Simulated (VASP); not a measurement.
Wanted: the native input for a VASP 6.6.1 run.

```yaml
Task: single point
Functional: PBEsol
Potentials_or_basis: VASP PAW PBE potentials, release 64 (Ru_pv)
Cutoff: 520 eV
k_mesh: 12 × 12 × 6
Occupations: gaussian, width 0.1 eV
Spin: no spin polarisation
Dipole_correction: no
Further_INCAR_settings: ALGO = Normal; EDIFF = 1e-06; NBANDS = 21
```

The structure of Ru lies in POSCAR:

```
Ru
1.0
    2.6877139591      0.0000000000      0.0000000000
   -1.3438569796      2.3276285667      0.0000000000
    0.0000000000      0.0000000000      4.2547104453
Ru
2
Direct
    0.3333333333      0.6666666667      0.2500000000
    0.6666666667      0.3333333333      0.7500000000
```

These files were run (other wordings do the same):

INCAR

```
PREC = Accurate
ENCUT = 520
EDIFF = 1E-6
ISMEAR = 0
SIGMA = 0.1
LREAL = False
LASPH = True
NELM = 100
ALGO = Normal
ISIF = 2
LWAVE = False
LCHARG = False
GGA = PS
NBANDS = 21
```

KPOINTS

```
Automatic mesh
0
Gamma
  12 12 6
```

Potentials or basis: VASP PAW PBE potentials, release 64 (Ru_pv).

The run is started by

```sh
$ cat potpaw_PBE.64/Ru_pv/POTCAR > POTCAR
$ mpirun -np 1 vasp_std > vasp.out
```

Results of the run:

```
Pressure               : 0.1 GPa
Band gap on the k mesh : zero (bands 14 and 15 overlap by 3.26 eV)
```

Caveat: the PAW data sets were made with another functional, which shifts forces and pressure a little.

Run time: 32 s on 1 thread of Intel Xeon 8259CL (shared host), peak memory 0.16 GiB.
